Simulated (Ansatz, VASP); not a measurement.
## One calculation of Hf, two programs

```xyz
2
Lattice="3.3577 0.0000 0.0000 -1.6789 2.9079 0.0000 0.0000 0.0000 5.3148" Properties=species:S:1:pos:R:3 pbc="T T T"
Hf    0.0000    1.9386    1.3287
Hf    1.6789    0.9693    3.9861
```

Alike in both runs: task single point; functional RPBE; k mesh 18 × 18 × 10; occupations fermi-dirac, width 0.1 eV; no spin polarisation.

```csv
,VASP,Ansatz
version,VASP 6.6.1,Ansatz 0.2.0
potentials or method,"VASP PAW PBE potentials, release 64 (Hf_pv), cutoff 520 eV","plane waves (420 eV) with PAW, scalar-relativistic"
valence electrons in the cell,20,52
```

|  | VASP | Ansatz | Ansatz less VASP |
| --- | --- | --- | --- |
| pressure (GPa) | -9.9 | -9.5 | +0.43 |
| traceless stress, the component that is largest in VASP (GPa) | -0.22 | -0.17 | +0.043 |

VASP's potentials were made for PBE, not for RPBE. VASP's potentials hold 20 valence electrons a cell and Ansatz's 52, so a difference there can come from the potentials and not from the codes.

Neither program's run includes spin-orbit coupling.
